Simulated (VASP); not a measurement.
# GaN (F-43m) in VASP: a series of runs, part 2 of 2

VASP 6.6.1. Earlier steps stand in the parts before.

### Step 4. Single point, PBE

INCAR reads:

```
PREC     = Accurate       # precision mode
ENCUT    = 520            # plane-wave cutoff, eV
EDIFF    = 1E-7           # SCF threshold, eV
ISMEAR   = 0              # smearing method
SIGMA    = 0.022          # smearing width, eV
LREAL    = False          # projectors in reciprocal space
LASPH    = True           # aspherical terms in the spheres
NELM     = 80             # most SCF steps
ALGO     = Normal         # electronic algorithm
ISIF     = 2              # what is computed and relaxed
LWAVE    = False          # write WAVECAR
LCHARG   = True           # write CHGCAR
GGA      = PE             # functional
LELF     = True           # ELF
LVHAR    = True         
NBANDS   = 16             # bands
```

KPOINTS reads:

```
regular mesh
0
Gamma
  10 10 10
```

POSCAR reads:

```
GaN
1.0
    0.0000000000      2.2535006075      2.2535006075
    2.2535006075      0.0000000000      2.2535006075
    2.2535006075      2.2535006075      0.0000000000
Ga N
1 1
Direct
    0.0000000000      0.0000000000      0.0000000000
    0.2500000000      0.2500000000      0.2500000000
```

Potentials or basis: VASP PAW PBE potentials, release 64 (Ga_d, N).

The run is started by

```console
$ cat potpaw_PBE.64/Ga_d/POTCAR potpaw_PBE.64/N/POTCAR > POTCAR
$ mpirun -np 1 vasp_std > vasp.out
```

OUTCAR:

```text
PREC = Accurate
   ENCUT = 520
   EDIFF = 1E-7
   ISMEAR = 0
   LREAL = False
   LASPH = True
   NELM = 80
   ISIF = 2
   GGA = PE

 ion  position               nearest neighbor table
   1  0.000  0.000  0.000-   2 1.95   2 1.95   2 1.95   2 1.95
   2  0.250  0.250  0.250-   1 1.95   1 1.95   1 1.95   1 1.95

  LATTYP: Found a face centered cubic cell.
 ALAT       =     4.5070012150

  Lattice vectors:

 A1 = (   0.0000000000,   2.2535006075,   2.2535006075)
 A2 = (   2.2535006075,   0.0000000000,   2.2535006075)
 A3 = (   2.2535006075,   2.2535006075,   0.0000000000)

Analysis of symmetry for initial positions (statically):
=====================================================================
 Subroutine PRICEL returns:
 Original cell was already a primitive cell.

 Routine SETGRP: Setting up the symmetry group for a
 face centered cubic supercell.

 Subroutine GETGRP returns: Found 24 space group operations
 (whereof 24 operations were pure point group operations)
 out of a pool of 48 trial point group operations.

The static configuration has the point symmetry T_d .

Analysis of symmetry for dynamics (positions and initial velocities):
=====================================================================
 Subroutine PRICEL returns:
 Original cell was already a primitive cell.

 Routine SETGRP: Setting up the symmetry group for a
 face centered cubic supercell.

 Subroutine GETGRP returns: Found 24 space group operations
 (whereof 24 operations were pure point group operations)
 out of a pool of 48 trial point group operations.

The dynamic configuration has the point symmetry T_d .

 Subroutine INISYM returns: Found 24 space group operations
 (whereof 24 operations are pure point group operations),
 and found     1 'primitive' translations

----------------------------------------------------------------------------------------

                                     Primitive cell

  volume of cell :      22.8877
[... 102 lines left out ...]
   EMIN   =  10.00;   EMAX   =-10.00  energy-range for DOS
   EFERMI =   0.00;   METHOD = LEGACY
   ISMEAR =     0;   SIGMA  =   0.02  broadening in eV -4-tet -1-fermi 0-gaus
   EFERMI_NEDOS =   21; number of points for ismear=-14 and -15
   IALGO  =     38    algorithm
   IMIX   =      4    mixing-type and parameters
     AMIX     =   0.40;   BMIX     =  1.00
     AMIX_MAG =   1.60;   BMIX_MAG =  1.00
  volume/ion in A,a.u.               =      11.44        77.23
  Fermi-wavevector in a.u.,A,eV,Ry     =   1.511117  2.855596 31.068543  2.283473
  Thomas-Fermi vector in A             =   2.621216
   LORBIT       =      0    0 simple, 1 ext, 2 COOP (PROOUT), +10 PAW based schemes
   GGA     = PE    functional components
   LHFCALC =     F    Hartree Fock is set to
   AEXX    =    0.0000 exact exchange contribution
   IVDW    =     0    specifies the selected vdW correction
   LEPSILON=     F    determine dielectric tensor
   LRPA    =     F    only Hartree local field effects (RPA)
 non-spin polarized calculation
 Gauss-broadening in eV      SIGMA  =   0.02
  energy-cutoff  :      520.00
  volume of cell :       22.89
 maximum number of plane-waves:       636
   NGX = 11   NGY = 11   NGZ = 11

 number of electron      18.0000004 magnetization

 Free energy of the ion-electron system (eV)
  ---------------------------------------------------
  ext. energy  EPLUGINS =         0.00000000
  ---------------------------------------------------
  free energy    TOTEN  =       -12.14320714 eV

  energy without entropy =      -12.14320714  energy(sigma->0) =      -12.14320714

 E-fermi :   5.4780     XC(G=0): -11.6669

 val. band max:        5.2811338966   @ k =   0.0000   0.0000   0.0000
 cond. band min:       7.0056180744   @ k =   0.0000   0.0000   0.0000
 fundamental gap:      1.7244841778
 Fermi energy:         5.4780307745

 k-point     1 :       0.0000    0.0000    0.0000
  band No.  band energies     occupation
      1     -10.6523      2.00000
      2      -8.1603      2.00000
      3      -8.1603      2.00000
      4      -8.1603      2.00000
      5      -7.8406      2.00000
      6      -7.8406      2.00000
[... 433 lines left out ...]
      3      -7.9363      2.00000
      4      -7.9358      2.00000
      5      -7.7802      2.00000
      6      -6.9183      2.00000
[... 8 lines left out ...]
     15      27.5928      0.00000
     16      27.7094      0.00000

 [... further k-points ...]
[... 5 lines left out ...]
  --------------------------------------------------------------------------------------
  -------------------------------------------------------------------------------------
  Total        0.7234691      0.7234691      0.7234691      0.0000000     -0.0000000     -0.0000000
  in kB       50.6439489     50.6439489     50.6439489      0.0000000     -0.0000000     -0.0000000
  external PRESSURE =      50.6439489 kB  Pullay stress =       0.0000000 kB

 VOLUME and BASIS-vectors are now :
 -----------------------------------------------------------------------------
  energy-cutoff  :      520.00
  volume of cell :       22.89
      direct lattice vectors                 reciprocal lattice vectors
     0.000000000  2.253500607  2.253500607    -0.221877020  0.221877020  0.221877020
     2.253500607  0.000000000  2.253500607     0.221877020 -0.221877020  0.221877020
     2.253500607  2.253500607  0.000000000     0.221877020  0.221877020 -0.221877020

 POSITION                                       TOTAL-FORCE (eV/Angst)
 -----------------------------------------------------------------------------------
      0.00000      0.00000      0.00000        -0.000000     -0.000000      0.000000
      1.12675      1.12675      1.12675         0.000000      0.000000     -0.000000
 -----------------------------------------------------------------------------------
    total drift:                                0.000002      0.000002      0.000002

  FREE ENERGIE OF THE ION-ELECTRON SYSTEM (eV)
  ---------------------------------------------------
  free  energy   TOTEN  =       -12.1432071381 eV

  energy  without entropy=      -12.1432071381  energy(sigma->0) =      -12.14320714
```

OSZICAR:

```text
N       E                     dE             d eps       ncg     rms          rms(c)
DAV:   1     0.781541741784E+02    0.78154E+02   -0.93209E+03  1696   0.201E+03
DAV:   2    -0.861578030256E+01   -0.86770E+02   -0.81220E+02  1688   0.322E+02
DAV:   3    -0.140857856886E+02   -0.54700E+01   -0.54457E+01  1792   0.696E+01
DAV:   4    -0.141430386315E+02   -0.57253E-01   -0.57247E-01  1880   0.763E+00
DAV:   5    -0.141437961209E+02   -0.75749E-03   -0.75749E-03  1816   0.772E-01    0.772E+00
DAV:   6    -0.121423174682E+02    0.20015E+01   -0.49121E+00  2280   0.397E+01    0.268E+00
DAV:   7    -0.121508278854E+02   -0.85104E-02   -0.31945E-01  1600   0.658E+00    0.177E+00
DAV:   8    -0.121471608480E+02    0.36670E-02   -0.57898E-02  1776   0.326E+00    0.794E-01
DAV:   9    -0.121429381854E+02    0.42227E-02   -0.14295E-02  2272   0.272E+00    0.201E-01
DAV:  10    -0.121433030897E+02   -0.36490E-03   -0.15172E-03  1696   0.537E-01    0.994E-02
DAV:  11    -0.121432021217E+02    0.10097E-03   -0.28811E-04  2248   0.260E-01    0.824E-03
DAV:  12    -0.121432074632E+02   -0.53415E-05   -0.30802E-05  1672   0.526E-02    0.106E-02
DAV:  13    -0.121432072171E+02    0.24611E-06   -0.75087E-07  1880   0.142E-02    0.311E-03
DAV:  14    -0.121432071381E+02    0.78973E-07   -0.51263E-08  1328   0.285E-03
   1 F= -.12143207E+02 E0= -.12143207E+02  d E =-.608035E-39
```

Wall time 8 s (1 thread of AMD EPYC 9R45 (Zen 5), shared host); peak memory 0.11 GiB.

Results:

- Free energy: -12.1432 eV
- Pressure: 5.1 GPa
- Band gap on the k mesh: 1.72 eV, direct

Levels at points of the mesh, in eV from the valence-band top:
```csv
k point,band 6,band 7,band 8,band 9,band 10,band 11,band 12,band 13
"(0.00, 0.00, 0.00)",-13.12,0.00,0.00,0.00,1.72,10.30,10.30,10.30
"(0.50, 0.00, 0.00)",-11.88,-7.04,-0.97,-0.97,4.64,8.73,10.37,10.37
"(0.50, 0.50, 0.00)",-11.45,-6.12,-2.70,-2.70,3.35,6.66,11.71,13.96
```

### Step 5. The runs side by side

```csv
level,potentials or basis,smearing,gap on the mesh (eV),pressure (GPa)
LDA,"VASP PAW LDA potentials, release 64 (Ga_d, N)",fermi-dirac 0.05 eV,1.75,-5.5
PBE,"VASP PAW PBE potentials, release 64 (Ga_d, N)",gaussian 0.017 eV,1.72,5.1
PBE,"VASP PAW PBE potentials, release 64 (Ga_d, N)",gaussian 0.022 eV,1.72,5.1
```

Alike in all rows: task single point; no spin polarisation; cell as given; k mesh 10 × 10 × 10; cutoff (eV) 520.

Absolute energies hang on the potentials; compare differences alone.
